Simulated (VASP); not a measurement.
# PbF2 (Pnma) in VASP: single point with PBE

Aim: the single point of PbF2 with PBE.

All numbers are computed with VASP 6.6.1; they aren't measurements. Logs are shortened: lines on timing, memory, paths and dates and some standing lists are left out, and cuts for length are marked.

## Step 1: The cell of the first run

Symmetry: Pnma, No. 62, orthorhombic system. The conventional cell has a = 6.508 Å, b = 3.918 Å, c = 7.740 Å, α = 90.00°, β = 90.00°, γ = 90.00°. Pb (site symmetry m) has 9 F at 2.43 to 3.14 Å within 3.2 Å. Within 3.4 Å of F (site symmetry m) lie 4 Pb at 2.48 to 2.64 Å and 8 F at 2.89 to 3.33 Å. Within 3.4 Å of F (site symmetry m) lie 5 Pb at 2.43 to 3.14 Å and 8 F at 3.00 to 3.33 Å.

## Step 2: Single point, PBE (16.45 Å³/atom)

INCAR

```
SYSTEM = PbF2
PREC = Accurate
ENCUT = 520
EDIFF = 1E-6
ISMEAR = 0
SIGMA = 0.02
LREAL = .False.
LASPH = .True.
NELM = 100
ALGO = Normal
ISIF = 2
LWAVE = .False.
LCHARG = .False.
GGA = PE
NBANDS = 68
```

KPOINTS

```
Automatic mesh
0
Gamma
  4 6 4
  0 0 0
```

POSCAR

```
PbF2
1.0
    6.5076945311      0.0000000000      0.0000000000
    0.0000000000      3.9181677607      0.0000000000
    0.0000000000      0.0000000000      7.7395709127
Pb F
4 8
Direct
    0.7434910284      0.7500000000      0.1013058557
    0.2565089716      0.2500000000      0.8986941443
    0.7565089716      0.2500000000      0.6013058557
    0.2434910284      0.7500000000      0.3986941443
    0.1410164406      0.7500000000      0.0691477087
    0.8589835594      0.2500000000      0.9308522913
    0.3589835594      0.2500000000      0.5691477087
    0.6410164406      0.7500000000      0.4308522913
    0.5210112590      0.7500000000      0.8486539157
    0.4789887410      0.2500000000      0.1513460843
    0.9789887410      0.2500000000      0.3486539157
    0.0210112590      0.7500000000      0.6513460843
```

Potentials or basis: VASP PAW PBE potentials, release 64 (Pb_d, F).

The run is started by

```console
$ cat potpaw_PBE.64/Pb_d/POTCAR potpaw_PBE.64/F/POTCAR > POTCAR
$ mpirun -np 1 vasp_std > vasp.out
```

OUTCAR:

```text
SYSTEM = PbF2
   PREC = Accurate
   ENCUT = 520
   EDIFF = 1E-6
   ISMEAR = 0
   LREAL = .False.
   LASPH = .True.
   NELM = 100
   ISIF = 2
   GGA = PE

 ion  position               nearest neighbor table
   1  0.743  0.750  0.101-   9 2.43   6 2.48   6 2.48   5 2.60   8 2.64  10 2.64  10 2.64   4 3.99
                             4 3.99   2 4.04   2 4.04
   2  0.257  0.250  0.899-  10 2.43   5 2.48   5 2.48   6 2.60   7 2.64   9 2.64   9 2.64   3 3.99
                             3 3.99   1 4.04   1 4.04
   3  0.757  0.250  0.601-  11 2.43   8 2.48   8 2.48   7 2.60   6 2.64  12 2.64  12 2.64   2 3.99
                             2 3.99   4 4.04   4 4.04
   4  0.243  0.750  0.399-  12 2.43   7 2.48   7 2.48   8 2.60   5 2.64  11 2.64  11 2.64   1 3.99
                             1 3.99   3 4.04   3 4.04
   5  0.141  0.750  0.069-   2 2.48   2 2.48   1 2.60   4 2.64
   6  0.859  0.250  0.931-   1 2.48   1 2.48   2 2.60   3 2.64
   7  0.359  0.250  0.569-   4 2.48   4 2.48   3 2.60   2 2.64
   8  0.641  0.750  0.431-   3 2.48   3 2.48   4 2.60   1 2.64
   9  0.521  0.750  0.849-   1 2.43   2 2.64   2 2.64
  10  0.479  0.250  0.151-   2 2.43   1 2.64   1 2.64
  11  0.979  0.250  0.349-   3 2.43   4 2.64   4 2.64
  12  0.021  0.750  0.651-   4 2.43   3 2.64   3 2.64

  LATTYP: Found a simple orthorhombic cell.
 ALAT       =     3.9181677607
 B/A-ratio  =     1.6609024750
 C/A-ratio  =     1.9753036076

  Lattice vectors:

 A1 = (   0.0000000000,  -3.9181677607,   0.0000000000)
 A2 = (   6.5076945311,   0.0000000000,   0.0000000000)
 A3 = (   0.0000000000,   0.0000000000,   7.7395709127)

Analysis of symmetry for initial positions (statically):
=====================================================================
 Subroutine PRICEL returns:
 Original cell was already a primitive cell.

 Routine SETGRP: Setting up the symmetry group for a
 simple orthorhombic supercell.

 Subroutine GETGRP returns: Found  8 space group operations
 (whereof  2 operations were pure point group operations)
 out of a pool of  8 trial point group operations.

The static configuration has the point symmetry S_2 .
 The point group associated with its full space group is D_2h.

Analysis of symmetry for dynamics (positions and initial velocities):
=====================================================================
 Subroutine PRICEL returns:
 Original cell was already a primitive cell.

 Routine SETGRP: Setting up the symmetry group for a
 simple orthorhombic supercell.

 Subroutine GETGRP returns: Found  8 space group operations
 (whereof  2 operations were pure point group operations)
 out of a pool of  8 trial point group operations.

The dynamic configuration has the point symmetry S_2 .
 The point group associated with its full space group is D_2h.

 Subroutine INISYM returns: Found  8 space group operations
 (whereof  2 operations are pure point group operations),
 and found     1 'primitive' translations

----------------------------------------------------------------------------------------

                                     Primitive cell

  volume of cell :     197.3454

  direct lattice vectors                    reciprocal lattice vectors
     6.507694531  0.000000000  0.000000000     0.153664250  0.000000000  0.000000000
     0.000000000  3.918167761  0.000000000     0.000000000  0.255221333  0.000000000
     0.000000000  0.000000000  7.739570913     0.000000000  0.000000000  0.129206129

  length of vectors
     6.507694531  3.918167761  7.739570913     0.153664250  0.255221333  0.129206129

  position of ions in fractional coordinates (direct lattice)
     0.743491028  0.750000000  0.101305856
     0.256508972  0.250000000  0.898694144
     0.756508972  0.250000000  0.601305856
     0.243491028  0.750000000  0.398694144
     0.141016441  0.750000000  0.069147709
     0.858983559  0.250000000  0.930852291
     0.358983559  0.250000000  0.569147709
     0.641016441  0.750000000  0.430852291
     0.521011259  0.750000000  0.848653916
     0.478988741  0.250000000  0.151346084
     0.978988741  0.250000000  0.348653916
     0.021011259  0.750000000  0.651346084

  ion indices of the primitive-cell ions
   primitive index   ion index
                 1           1
                 2           2
                 3           3
                 4           4
                 5           5
                 6           6
                 7           7
                 8           8
                 9           9
                10          10
                11          11
                12          12

----------------------------------------------------------------------------------------

 KPOINTS: Automatic mesh

Automatic generation of k-mesh.
 Grid dimensions read from file:
 generate k-points for:    4    6    4

 Generating k-lattice:

  Cartesian coordinates                     Fractional coordinates (reciprocal lattice)
     0.038416063  0.000000000  0.000000000     0.250000000  0.000000000  0.000000000
     0.000000000  0.042536889  0.000000000     0.000000000  0.166666667  0.000000000
     0.000000000  0.000000000  0.032301532     0.000000000  0.000000000  0.250000000

  Length of vectors
     0.038416063  0.042536889  0.032301532

  Shift w.r.t. Gamma in fractional coordinates (k-lattice)
     0.000000000  0.000000000  0.000000000

 Subroutine IBZKPT returns following result:
 ===========================================

 Found     36 irreducible k-points:

 Following reciprocal coordinates:
            Coordinates               Weight
  0.000000  0.000000  0.000000      1.000000
  0.250000  0.000000  0.000000      2.000000
  0.500000  0.000000  0.000000      1.000000
  0.000000  0.166667  0.000000      2.000000
  0.250000  0.166667  0.000000      4.000000
  0.500000  0.166667  0.000000      2.000000
[... 16 lines left out ...]
  0.250000  0.500000  0.250000      4.000000
  0.500000  0.500000  0.250000      2.000000
 [... further k-points ...]
   k-points           NKPTS =     36   k-points in BZ     NKDIM =     36   number of bands    NBANDS=     68
   number of dos      NEDOS =    301   number of ions     NIONS =     12
   total plane-waves  NPLWV =  86400
   dimension x,y,z NGX =    48 NGY =   30 NGZ =   60
   dimension x,y,z NGXF=    96 NGYF=   60 NGZF=  120
   ions per type =               4   8
   NGX,Y,Z   is equivalent  to a cutoff of  12.26, 12.73, 12.89 a.u.
   NGXF,Y,Z  is equivalent  to a cutoff of  24.52, 25.46, 25.78 a.u.
 SYSTEM =  PbF2
   PREC   = accura    normal or accurate (medium, high low for compatibility)
   ISTART =      0    job   : 0-new  1-cont  2-samecut
   ICHARG =      2    charge: 1-file 2-atom 10-const
   ISPIN  =      1    spin polarized calculation?
   LNONCOLLINEAR =      F non collinear calculations
   LSORBIT =      F    spin-orbit coupling
   LASPH  =      T    aspherical Exc in radial PAW
   ENCUT  =  520.0 eV  38.22 Ry    6.18 a.u.  12.10  7.29 14.39*2*pi/ulx,y,z
   NELM   =    100;   NELMIN=  2; NELMDL= -5     # of ELM steps
   EDIFF  = 0.1E-05   stopping-criterion for ELM
   LREAL  =      F    real-space projection
   EDIFFG = 0.1E-04   stopping-criterion for IOM
   NSW    =      0    number of steps for IOM
   IBRION =     -1    ionic relax: 0-MD 1-quasi-New 2-CG
   NFREE  =      0    steps in history (QN), initial steepest desc. (CG)
   ISIF   =      2    stress and relaxation
   ISYM   =      2    0-nonsym 1-usesym 2-fastsym
   POTIM  = 0.5000    time-step for ionic-motion
   TEBEG  =    0.0;   TEEND  =   0.0 temperature during run
   PSTRESS=    0.0 pullay stress
   NELECT =     112.0000    total number of electrons
   NUPDOWN=      -1.0000    fix difference up-down
   EMIN   =  10.00;   EMAX   =-10.00  energy-range for DOS
   EFERMI =   0.00;   METHOD = LEGACY
   ISMEAR =     0;   SIGMA  =   0.02  broadening in eV -4-tet -1-fermi 0-gaus
   EFERMI_NEDOS =   21; number of points for ismear=-14 and -15
   IALGO  =     38    algorithm
   IMIX   =      4    mixing-type and parameters
     AMIX     =   0.40;   BMIX     =  1.00
     AMIX_MAG =   1.60;   BMIX_MAG =  1.00
  volume/ion in A,a.u.               =      16.45       110.98
  Fermi-wavevector in a.u.,A,eV,Ry     =   1.355414  2.561360 24.995886  1.837146
  Thomas-Fermi vector in A             =   2.482503
   LORBIT       =      0    0 simple, 1 ext, 2 COOP (PROOUT), +10 PAW based schemes
   GGA     = PE    functional components
   LHFCALC =     F    Hartree Fock is set to
   AEXX    =    0.0000 exact exchange contribution
   IVDW    =     0    specifies the selected vdW correction
   LEPSILON=     F    determine dielectric tensor
   LRPA    =     F    only Hartree local field effects (RPA)
 non-spin polarized calculation
 Gauss-broadening in eV      SIGMA  =   0.02
  energy-cutoff  :      520.00
  volume of cell :      197.35
 maximum number of plane-waves:      5358
   NGX = 25   NGY = 15   NGZ = 29

 number of electron     111.9999986 magnetization

 Free energy of the ion-electron system (eV)
  ---------------------------------------------------
  ext. energy  EPLUGINS =         0.00000000
  ---------------------------------------------------
  free energy    TOTEN  =       -57.10427452 eV

  energy without entropy =      -57.10427452  energy(sigma->0) =      -57.10427452

 E-fermi :   2.4949     XC(G=0):  -9.8422

 val. band max:        2.3388868778   @ k =   0.0000   0.3333   0.0000
 cond. band min:       6.7092581168   @ k =   0.0000   0.0000   0.0000
 fundamental gap:      4.3703712389
 Fermi energy:         2.4948958728

 k-point     1 :       0.0000    0.0000    0.0000
  band No.  band energies     occupation
      1     -18.8551      2.00000
      2     -18.7370      2.00000
      3     -18.5348      2.00000
      4     -18.5231      2.00000
      5     -18.3211      2.00000
      6     -18.2779      2.00000
[... 60 lines left out ...]
     67      10.1379      0.00000
     68      10.6287      0.00000
[... 1631 lines left out ...]
     67       9.9515      0.00000
     68       9.9515      0.00000

 [... further k-points ...]
[... 5 lines left out ...]
  --------------------------------------------------------------------------------------
  -------------------------------------------------------------------------------------
  Total        1.3601818      1.4155495      1.3794136      0.0000000      0.0000000      0.0000000
  in kB       11.0428318     11.4923432     11.1989686      0.0000000      0.0000000      0.0000000
  external PRESSURE =      11.2447145 kB  Pullay stress =       0.0000000 kB

 VOLUME and BASIS-vectors are now :
 -----------------------------------------------------------------------------
  energy-cutoff  :      520.00
  volume of cell :      197.35
      direct lattice vectors                 reciprocal lattice vectors
     6.507694531  0.000000000  0.000000000     0.153664250  0.000000000  0.000000000
     0.000000000  3.918167761  0.000000000     0.000000000  0.255221333  0.000000000
     0.000000000  0.000000000  7.739570913     0.000000000  0.000000000  0.129206129

 POSITION                                       TOTAL-FORCE (eV/Angst)
 -----------------------------------------------------------------------------------
      4.83841      2.93863      0.78406         0.004690      0.000000      0.020575
      1.66928      0.97954      6.95551        -0.004690      0.000000     -0.020575
      4.92313      0.97954      4.65385        -0.004690     -0.000000      0.020575
      1.58457      2.93863      3.08572         0.004690      0.000000     -0.020575
      0.91769      2.93863      0.53517        -0.000457      0.000000      0.010018
      5.59000      0.97954      7.20440         0.000457      0.000000     -0.010018
      2.33616      0.97954      4.40496         0.000457     -0.000000      0.010018
      4.17154      2.93863      3.33461        -0.000457      0.000000     -0.010018
      3.39058      2.93863      6.56822        -0.003270      0.000000     -0.008703
      3.11711      0.97954      1.17135         0.003270     -0.000000      0.008703
      6.37096      0.97954      2.69843         0.003270     -0.000000     -0.008703
      0.13673      2.93863      5.04114        -0.003270      0.000000      0.008703
 -----------------------------------------------------------------------------------
    total drift:                                0.000000      0.000000      0.000000

  FREE ENERGIE OF THE ION-ELECTRON SYSTEM (eV)
  ---------------------------------------------------
  free  energy   TOTEN  =       -57.1042745243 eV

  energy  without entropy=      -57.1042745243  energy(sigma->0) =      -57.10427452
```

Run time: 11 min. Hardware: 1 thread of Intel Xeon 8259CL, shared host; peak memory 0.49 GiB.

What came out:

```yaml
Free_energy: -57.1043 eV
Pressure: 1.1 GPa
Largest_force: 0.021 eV/Å
Band_gap_on_the_k_mesh: 4.37 eV (least direct gap 4.58 eV)
```

Forces in eV/Å, atoms in the order of the input:
```
Pb   0.005  0.000  0.021
Pb  -0.005  0.000 -0.021
Pb  -0.005  0.000  0.021
Pb   0.005  0.000 -0.021
F    0.000  0.000  0.010
F    0.000  0.000 -0.010
F    0.000  0.000  0.010
F    0.000  0.000 -0.010
F   -0.003  0.000 -0.009
F    0.003  0.000  0.009
F    0.003  0.000 -0.009
F   -0.003  0.000  0.009
```

Caveat: spin-orbit coupling is left out, which moves the levels of the heavy elements. A k mesh can miss the band edges.
